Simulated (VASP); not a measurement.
Set up this calculation in VASP 6.6.1, as the native input.

- Task: electric field gradients
- Functional: PBE
- Potentials or basis: VASP PAW PBE potentials, release 64 (Ba_sv, Ti_sv, O)
- Cutoff: 520 eV
- k mesh: 8 × 8 × 8
- Occupations: fermi-dirac, width 0.05 eV
- Spin: no spin polarisation
- Dipole correction: no
- Further INCAR settings: ALGO = Normal; EDIFF = 1e-08; NBANDS = 28

The structure of BaTiO3 lies in POSCAR:

```
BaTiO3
1.0
    3.8870810000      0.0000000000      0.0000000000
    0.0000000000      3.8870810000      0.0000000000
    0.0000000000      0.0000000000      4.0073000000
Ba Ti O
1 1 3
Direct
    0.5000000000      0.5000000000      0.5000000000
    0.0000000000      0.0000000000      0.0000000000
    0.5000000000      0.0000000000      0.0000000000
    0.0000000000      0.5000000000      0.0000000000
    0.0000000000      0.0000000000      0.5000000000
```

This cell differs from its parent crystal: equal xx and yy strain of -3 %.

These files were run (other wordings do the same):

INCAR

```
ALGO = Normal
EDIFF = 1E-8
ENCUT = 520
GGA = PE
GGA_COMPAT = False
ISIF = 2
ISMEAR = -1
LASPH = True
LCHARG = False
LEFG = True
LREAL = False
LWAVE = False
NBANDS = 28
NELM = 120
PREC = Accurate
SIGMA = 0.05
```

KPOINTS

```
k-points
0
Gamma
  8 8 8
```

Potentials or basis: VASP PAW PBE potentials, release 64 (Ba_sv, Ti_sv, O).

The run is started by

```console
$ cat potpaw_PBE.64/Ba_sv/POTCAR potpaw_PBE.64/Ti_sv/POTCAR potpaw_PBE.64/O/POTCAR > POTCAR
$ mpirun -np 1 vasp_std > vasp.out
```

Results of the run:

* Pressure: 15.8 GPa
* Band gap on the k mesh: 1.79 eV (least direct gap 1.91 eV)
* Largest electric field gradient by atom: Ba +7.5; Ti +28.5; O +14.7, +29.6 (each value once) V/Å²

Caveat: the cell differs from its parent crystal (equal xx and yy strain of -3 %); the cell stands under pressure; without QUAD_EFG the Cq values of the log hold for a quadrupole moment of 1 mb, not for the nuclei; spin-orbit coupling is left out, which moves the levels of the heavy elements.

It took 3.3 min on 1 thread of Intel Xeon 8259CL (shared host), peak memory 0.26 GiB.
